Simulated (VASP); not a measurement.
ZnTc, 8 atoms in the cell. Symmetry: Fd-3m, No. 227, cubic system. The conventional cell has a = 7.527 Å, b = 7.527 Å, c = 7.527 Å, α = 90.00°, β = 90.00°, γ = 90.00°. Within 3.5 Å of Zn (site symmetry -3m) lie 6 Zn at 2.66 Å and 6 Tc at 2.66 Å. Within 3.5 Å of Tc (site symmetry -3m) lie 6 Zn at 2.66 Å and 6 Tc at 2.66 Å. 

* Program: VASP 6.6.1
* Task: single point
* Functional: LDA
* Potentials or basis: VASP PAW LDA potentials, release 64 (Zn, Tc_pv)
* Cutoff: 500 eV
* k mesh: 6 × 6 × 6
* Occupations: fermi-dirac, width 0.1 eV
* Spin: no spin polarisation
* Dipole correction: no
* Further INCAR settings: ALGO = Normal; EDIFF = 1e-06; NBANDS = 60

Potentials or basis: VASP PAW LDA potentials, release 64 (Zn, Tc_pv).

Run with:

```console
$ cat potpaw_LDA.64/Zn/POTCAR potpaw_LDA.64/Tc_pv/POTCAR > POTCAR
$ mpirun -np 1 vasp_std > vasp.out
```

Hardware: 1 thread of Intel(R) Xeon(R) 6975P-C (Granite Rapids) (shared host).

**Question.** How long does it take, and how much memory?

**Answer.** It took 50 s on 1 thread of Intel(R) Xeon(R) 6975P-C (Granite Rapids) (shared host), peak memory 0.23 GiB. Counts: scf iterations 13, k points 16.
